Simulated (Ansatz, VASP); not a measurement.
BP: VASP beside Ansatz

```
B P
1.0
     3.05958    0.00000    0.00000
    -1.52979    2.64968    0.00000
     0.00000    0.00000    5.08685
B P
2 2
Direct
  0.00000 0.00000 0.00000
  0.00000 0.00000 0.50000
  0.33333 0.66667 0.25000
  0.66667 0.33333 0.75000
```

Alike in both runs: task single point; functional PBE; k mesh 12 × 12 × 7; occupations fermi-dirac, width 0.05 eV; no spin polarisation.

|  | VASP | Ansatz |
| --- | --- | --- |
| version | VASP 6.6.1 | Ansatz 0.2.0 |
| potentials or method | VASP PAW PBE potentials, release 64 (B, P), cutoff 500 eV | all-electron LAPW, scalar-relativistic |

Ansatz gave:

* pressure (GPa): 0.3

Question: Estimate VASP's values.

Answer: Pressure (GPa): 0.0.

Ansatz ran all-electron here, and VASP with PAW potentials.
